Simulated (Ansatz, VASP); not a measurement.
# Si3Sn in VASP and in Ansatz

```
Si Sn
1.0
     3.05368    0.00000    0.00000
    -1.52684    2.64456    0.00000
     0.00000    0.00000    9.15198
Si Sn
3 1
Cartesian
  0.0000 1.7630 6.4929
  0.0000 1.7630 2.6591
  1.5268 0.8815 4.5760
  1.5268 0.8815 0.0000
```

Alike in both runs: functional PBE; k mesh 6 × 6 × 2; occupations gaussian, width 0.1 eV; no spin polarisation.

Ansatz relaxed the structure, and its values are those at the end. VASP's run is a single point on that final structure, the one shown.

|  | VASP | Ansatz |
| --- | --- | --- |
| version | VASP 6.6.1 | Ansatz 0.2.0 |
| potentials or method | VASP PAW PBE potentials, release 64 (Si, Sn_d), cutoff 520 eV | scalar-relativistic, plane waves, PAW |
| valence electrons in the cell | 26 | 26 |

Ansatz gave:

- gap on the k mesh at the Fermi level (eV): none
- pressure (GPa): -0.1

Q: Estimate VASP's values.

A: gap on the k mesh at the Fermi level (eV): none; pressure (GPa): -0.2.

A gap of «none» marks a metal or a gap that the smearing closes. The functional is the same, so the differences come from potentials, cutoffs and numerics.

The k mesh is coarse, so the values compare programs but aren't converged.
